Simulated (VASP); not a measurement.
A run of VASP 6.6.1 is set up as follows.

The input INCAR:

```
PREC = Accurate
ENCUT = 520
EDIFF = 1E-6
ISMEAR = 0
SIGMA = 0.15
LREAL = False
LASPH = True
NELM = 60
ALGO = Fast
ISIF = 2
LWAVE = False
LCHARG = False
GGA = PE
NBANDS = 14
```

The input KPOINTS:

```
regular mesh
0
Gamma
  16 16 16
```

The input POSCAR:

```
AlNi
1.0
    1.9745413133     -1.9745086382      0.0000000000
    1.9745413133      1.9745086382      0.0000000000
    0.0000000000      0.0000000000      2.9004437058
Al Ni
1 1
Direct
    0.0000000000      0.0000000000      0.0000000000
    0.5000000000      0.5000000000      0.5000000000
```

Potentials or basis: VASP PAW PBE potentials, release 64 (Al, Ni).

Run with:

```sh
$ cat potpaw_PBE.64/Al/POTCAR potpaw_PBE.64/Ni/POTCAR > POTCAR
$ mpirun -np 1 vasp_std > vasp.out
```

Task: Estimate the pressure.

Result: 12.6 GPa.

Task: Estimate the band gap on the k mesh.

Result: Zero (an odd number of electrons rules out a gap without spin polarisation).

Stress tensor (GPa, compression positive):
```
13.62  0.00  0.00
 0.00 13.62  0.00
 0.00  0.00 10.43
```

Caveat: the cell stands under pressure. Spin polarisation is off, so any magnetic state and its effect on volume and gap are missing.
